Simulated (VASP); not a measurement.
# ZrB in VASP: a series of runs, part 2 of 2

VASP 6.6.1.

### Step 4. Single point, PBE, collinear spin, ferromagnetic start

This run uses another cell than the first one, of 184.71 Å³/atom, 1.373 times its volume.

INCAR

```
SYSTEM = ZrB
PREC = Accurate
ENCUT = 520
EDIFF = 1E-6
ISMEAR = 0
SIGMA = 0.05
LREAL = .FALSE.
LASPH = .TRUE.
NELM = 150
ALGO = Normal
ISIF = 2
LWAVE = .FALSE.
LCHARG = .FALSE.
ISPIN = 2
MAGMOM = 1.5 0.5
LORBIT = 11
LMAXMIX = 4
GGA = PE
NBANDS = 18
```

KPOINTS

```
regular mesh
0
G
  1 1 16
  0 0 0
```

POSCAR

```
ZrB
1.0
   10.0000000000      0.0000000000      0.0000000000
    0.0000000000      9.3000000000      0.0000000000
    0.0000000000      0.0000000000      3.9723218581
Zr B
1 1
Direct
    0.4503459768      0.5000000000      0.0000000000
    0.5496540232      0.5000000000      0.5000000000
```

Potentials or basis: VASP PAW PBE potentials, release 64 (Zr_sv, B).

Run with:

```bash
cat potpaw_PBE.64/Zr_sv/POTCAR potpaw_PBE.64/B/POTCAR > POTCAR
mpirun -np 1 vasp_std > vasp.out
```

OUTCAR:

```text
SYSTEM = ZrB
   PREC = Accurate
   ENCUT = 520
   EDIFF = 1E-6
   ISMEAR = 0
   LREAL = .FALSE.
   LASPH = .TRUE.
   NELM = 150
   ISIF = 2
   ISPIN = 2
   LORBIT = 11
   GGA = PE

 ion  position               nearest neighbor table
   1  0.450  0.500  0.000-   2 2.22   2 2.22
   2  0.550  0.500  0.500-   1 2.22   1 2.22

  LATTYP: Found a simple orthorhombic cell.
 ALAT       =     3.9723218581
 B/A-ratio  =     2.3412000166
 C/A-ratio  =     2.5174193727

  Lattice vectors:

 A1 = (   0.0000000000,   0.0000000000,  -3.9723218581)
 A2 = (   0.0000000000,   9.3000000000,   0.0000000000)
 A3 = (  10.0000000000,   0.0000000000,   0.0000000000)

Analysis of symmetry for initial positions (statically):
=====================================================================
 Subroutine PRICEL returns:
 Original cell was already a primitive cell.

 Routine SETGRP: Setting up the symmetry group for a
 simple orthorhombic supercell.

 Subroutine GETGRP returns: Found  4 space group operations
 (whereof  4 operations were pure point group operations)
 out of a pool of  8 trial point group operations.

The static configuration has the point symmetry C_2v.

Analysis of symmetry for dynamics (positions and initial velocities):
=====================================================================
 Subroutine PRICEL returns:
 Original cell was already a primitive cell.

 Routine SETGRP: Setting up the symmetry group for a
 simple orthorhombic supercell.

 Subroutine GETGRP returns: Found  4 space group operations
 (whereof  4 operations were pure point group operations)
 out of a pool of  8 trial point group operations.

The dynamic configuration has the point symmetry C_2v.

Analysis of structural, dynamic, and magnetic symmetry:
=====================================================================
 Subroutine PRICEL returns:
 Original cell was already a primitive cell.

 Routine SETGRP: Setting up the symmetry group for a
 simple orthorhombic supercell.

 Subroutine GETGRP returns: Found  4 space group operations
 (whereof  4 operations were pure point group operations)
 out of a pool of  8 trial point group operations.

The overall configuration has the point symmetry C_2v.

 Subroutine INISYM returns: Found  4 space group operations
 (whereof  4 operations are pure point group operations),
 and found     1 'primitive' translations

----------------------------------------------------------------------------------------

                                     Primitive cell

  volume of cell :     369.4259

  direct lattice vectors                    reciprocal lattice vectors
    10.000000000  0.000000000  0.000000000     0.100000000  0.000000000  0.000000000
     0.000000000  9.300000000  0.000000000     0.000000000  0.107526882  0.000000000
     0.000000000  0.000000000  3.972321858     0.000000000  0.000000000  0.251741937

  length of vectors
    10.000000000  9.300000000  3.972321858     0.100000000  0.107526882  0.251741937

  position of ions in fractional coordinates (direct lattice)
     0.450345977  0.500000000  0.000000000
[... 54 lines left out ...]
   ISTART =      0    job   : 0-new  1-cont  2-samecut
   ICHARG =      2    charge: 1-file 2-atom 10-const
   ISPIN  =      2    spin polarized calculation?
   LNONCOLLINEAR =      F non collinear calculations
   LSORBIT =      F    spin-orbit coupling
   LASPH  =      T    aspherical Exc in radial PAW
   ENCUT  =  520.0 eV  38.22 Ry    6.18 a.u.  18.59 17.29  7.39*2*pi/ulx,y,z
   NELM   =    150;   NELMIN=  2; NELMDL= -5     # of ELM steps
   EDIFF  = 0.1E-05   stopping-criterion for ELM
   LREAL  =      F    real-space projection
   EDIFFG = 0.1E-04   stopping-criterion for IOM
   NSW    =      0    number of steps for IOM
   IBRION =     -1    ionic relax: 0-MD 1-quasi-New 2-CG
   NFREE  =      0    steps in history (QN), initial steepest desc. (CG)
   ISIF   =      2    stress and relaxation
   ISYM   =      2    0-nonsym 1-usesym 2-fastsym
   POTIM  = 0.5000    time-step for ionic-motion
   TEBEG  =    0.0;   TEEND  =   0.0 temperature during run
   PSTRESS=    0.0 pullay stress
   NELECT =      15.0000    total number of electrons
   NUPDOWN=      -1.0000    fix difference up-down
   EMIN   =  10.00;   EMAX   =-10.00  energy-range for DOS
   EFERMI =   0.00;   METHOD = LEGACY
   ISMEAR =     0;   SIGMA  =   0.05  broadening in eV -4-tet -1-fermi 0-gaus
   EFERMI_NEDOS =   21; number of points for ismear=-14 and -15
   IALGO  =     38    algorithm
   IMIX   =      4    mixing-type and parameters
     AMIX     =   0.40;   BMIX     =  1.00
     AMIX_MAG =   1.60;   BMIX_MAG =  1.00
  volume/ion in A,a.u.               =     184.71      1246.50
  Fermi-wavevector in a.u.,A,eV,Ry     =   0.562682  1.063314  4.307750  0.316611
  Thomas-Fermi vector in A             =   1.599504
   LORBIT       =     11    0 simple, 1 ext, 2 COOP (PROOUT), +10 PAW based schemes
   GGA     = PE    functional components
   LHFCALC =     F    Hartree Fock is set to
   AEXX    =    0.0000 exact exchange contribution
   IVDW    =     0    specifies the selected vdW correction
   LEPSILON=     F    determine dielectric tensor
   LRPA    =     F    only Hartree local field effects (RPA)
 spin polarized calculation
 Gauss-broadening in eV      SIGMA  =   0.05
  energy-cutoff  :      520.00
  volume of cell :      369.43
 maximum number of plane-waves:      9981
 NGX is ok and might be reduce to    80
   NGX = 37   NGY = 35   NGZ = 15

 number of electron      15.0000000 magnetization       0.1442155

 Free energy of the ion-electron system (eV)
  ---------------------------------------------------
  ext. energy  EPLUGINS =         0.00000000
  ---------------------------------------------------
  free energy    TOTEN  =        -9.15545870 eV

  energy without entropy =       -9.15152519  energy(sigma->0) =       -9.15349195

 E-fermi :  -2.5695     XC(G=0):  -2.4316

 val. band max:       -2.5768728905   @ k =   0.0000   0.0000   0.0000
 cond. band min:      -2.5456726452   @ k =   0.0000   0.0000   0.2500
 fundamental gap:      0.0312002453
 Fermi energy:        -2.5694824793

 spin component 1

 k-point     1 :       0.0000    0.0000    0.0000
  band No.  band energies     occupation
      1     -51.9116      1.00000
      2     -30.2964      1.00000
      3     -30.0329      1.00000
      4     -29.5875      1.00000
      5      -8.0940      1.00000
      6      -3.3621      1.00000
[... 165 lines left out ...]
      4     -29.6634      1.00000
      5      -6.8343      1.00000
      6      -3.5568      1.00000
[... 10 lines left out ...]
     17       2.9413      0.00000
     18       3.2362      0.00000
 Fermi energy:        -2.5694824793

 spin component 2

 k-point     1 :       0.0000    0.0000    0.0000
  band No.  band energies     occupation
      1     -51.8789      1.00000
      2     -30.2689      1.00000
      3     -29.9703      1.00000
      4     -29.5591      1.00000
      5      -8.0526      1.00000
      6      -3.2794      1.00000
[... 166 lines left out ...]
      5      -6.7917      1.00000
      6      -3.5340      1.00000
[... 10 lines left out ...]
     17       2.9887      0.00000
     18       3.2604      0.00000

------------------------ aborting loop because EDIFF is reached ----------------------------------------

  FORCE on cell =-STRESS in cart. coord.  units (eV):
  Direction    XX          YY          ZZ          XY          YZ          ZX
  --------------------------------------------------------------------------------------
  -------------------------------------------------------------------------------------
  Total       -0.2518616      0.0572663     -5.3340459      0.0000000      0.0000000      0.0000000
  in kB       -1.0923079      0.2483603    -23.1334258      0.0000000      0.0000000      0.0000000
  external PRESSURE =      -7.9924578 kB  Pullay stress =       0.0000000 kB

 VOLUME and BASIS-vectors are now :
 -----------------------------------------------------------------------------
  energy-cutoff  :      520.00
  volume of cell :      369.43
      direct lattice vectors                 reciprocal lattice vectors
    10.000000000  0.000000000  0.000000000     0.100000000  0.000000000  0.000000000
     0.000000000  9.300000000  0.000000000     0.000000000  0.107526882  0.000000000
     0.000000000  0.000000000  3.972321858     0.000000000  0.000000000  0.251741937

 POSITION                                       TOTAL-FORCE (eV/Angst)
 -----------------------------------------------------------------------------------
      4.50346      4.65000      0.00000         0.073830      0.000000      0.000000
      5.49654      4.65000      1.98616        -0.073830      0.000000      0.000000
 -----------------------------------------------------------------------------------
    total drift:                                0.000041      0.000000      0.000000

  FREE ENERGIE OF THE ION-ELECTRON SYSTEM (eV)
  ---------------------------------------------------
  free  energy   TOTEN  =        -9.1554587037 eV

  energy  without entropy=       -9.1515251868  energy(sigma->0) =       -9.15349195

 total charge

# of ion       s       p       d       tot
------------------------------------------
    1        2.197   5.900   1.786   9.883
    2        0.797   0.866   0.000   1.663
--------------------------------------------------
tot          2.994   6.766   1.786  11.546

 magnetization (x)

# of ion       s       p       d       tot
------------------------------------------
    1        0.005   0.000   0.047   0.052
    2        0.000   0.014   0.000   0.015
--------------------------------------------------
tot          0.005   0.015   0.047   0.067
```

It took 4.7 min on 1 thread of Intel Xeon 6975P-C, shared host; peak memory 0.57 GiB.

Results:

```yaml
Free_energy: -9.1555 eV
Largest_force: 0.074 eV/Å
Net_moment: 0.14 μB per cell
Site_moments: Zr +0.05; B +0.01 μB
Valence_electrons_inside_the_program's_atomic_spheres: Zr 9.88; B 1.66
```

Forces in eV/Å, atoms in the order of the input:
```
Zr   0.074  0.000  0.000
B   -0.074  0.000  0.000
```

Levels at points of the mesh, in eV from the Fermi level:
Spin up:
| k point | band 5 | band 6 | band 7 | band 8 | band 9 | band 10 | band 11 | band 12 |
| --- | --- | --- | --- | --- | --- | --- | --- | --- |
| (0.00, 0.00, 0.00) | -5.52 | -0.79 | -0.61 | -0.08 | 0.03 | 0.72 | 1.02 | 1.50 |
| (0.00, 0.00, 0.50) | -4.26 | -0.99 | -0.72 | 0.15 | 0.81 | 0.91 | 1.25 | 2.59 |
Spin down:
| k point | band 4 | band 5 | band 6 | band 7 | band 8 | band 9 | band 10 | band 11 |
| --- | --- | --- | --- | --- | --- | --- | --- | --- |
| (0.00, 0.00, 0.00) | -26.99 | -5.48 | -0.71 | -0.58 | -0.01 | 0.10 | 0.80 | 1.07 |
| (0.00, 0.00, 0.50) | -27.07 | -4.22 | -0.96 | -0.66 | 0.17 | 0.86 | 1.01 | 1.37 |

### Step 5. Single point, PBE, collinear spin, ferromagnetic start

This run uses another cell than the first one, of 119.65 Å³/atom, 0.889 times its volume.

INCAR

```
SYSTEM = ZrB
PREC = Accurate ; ENCUT = 520
EDIFF = 1E-6 ; ISMEAR = 0
SIGMA = 0.05 ; LREAL = .False.
LASPH = .True. ; NELM = 150
ALGO = Normal ; ISIF = 2
LWAVE = .False. ; LCHARG = .False.
ISPIN = 2 ; MAGMOM = 1.5 0.5
LORBIT = 11 ; LMAXMIX = 4
GGA = PE ; NBANDS = 18
```

KPOINTS

```
regular mesh
0
Gamma
  1 1 27
  0 0 0
```

POSCAR

```
ZrB
1.0
   11.0000000000      0.0000000000      0.0000000000
    0.0000000000      9.3000000000      0.0000000000
    0.0000000000      0.0000000000      2.3392562053
Zr B
1 1
Direct
    0.4097199578      0.5000000000      0.0000000000
    0.5902800422      0.5000000000      0.5000000000
```

Run with:

```bash
cat potpaw_PBE.64/Zr_sv/POTCAR potpaw_PBE.64/B/POTCAR > POTCAR
mpirun -np 1 vasp_std > vasp.out
```

Run time: 3.2 min. Hardware: 1 thread of Intel Xeon 6975P-C, shared host; peak memory 0.43 GiB.

It converged, with:

| Item | Value |
| --- | --- |
| Free energy | -9.6152 eV |
| Largest force | 0.617 eV/Å |
| Net moment | 0.31 μB per cell |
| Site moments | Zr +0.14; B +0.03 μB |
| Valence electrons inside the program's atomic spheres | Zr 10.43; B 1.51 |

Forces in eV/Å, atoms in the order of the input:
```
Zr   0.617  0.000  0.000
B   -0.617  0.000  0.000
```

Levels at points of the mesh, in eV from the Fermi level:
Spin up:
| k point | band 3 | band 4 | band 5 | band 6 | band 7 | band 8 | band 9 | band 10 | band 11 | band 12 |
| --- | --- | --- | --- | --- | --- | --- | --- | --- | --- | --- |
| (0.00, 0.00, 0.00) | -26.92 | -23.82 | -6.90 | -2.16 | -1.45 | -1.06 | -0.38 | 0.99 | 1.22 | 3.86 |
Spin down:
```
           k point  band 4  band 5  band 6  band 7  band 8  band 9  band 10  band 11
(0.00, 0.00, 0.00)  -23.76   -6.83   -2.03   -1.43   -0.89   -0.04     1.18     1.29
```

### Step 6. The runs side by side

```tsv
cell	k mesh	gap on the mesh (eV)	moment (μB)	largest force (eV/Å)
a = 10.000, b = 9.300, c = 2.894 Å, 2 atoms	1 × 1 × 16	none	0.12	0.02
a = 9.000, b = 9.300, c = 4.414 Å, 2 atoms	1 × 1 × 15	none	0.73	1.31
a = 10.000, b = 9.300, c = 3.972 Å, 2 atoms	1 × 1 × 16	none	0.14	0.07
a = 11.000, b = 9.300, c = 2.339 Å, 2 atoms	1 × 1 × 27	none	0.31	0.62
```

Alike in all rows: task single point; level PBE; potentials or basis VASP PAW PBE potentials, release 64 (Zr_sv, B); spin collinear, ferromagnetic start; cutoff (eV) 520; smearing gaussian 0.05 eV.

Total energies depend on the potentials used, so only differences within one code and one set of settings carry meaning.
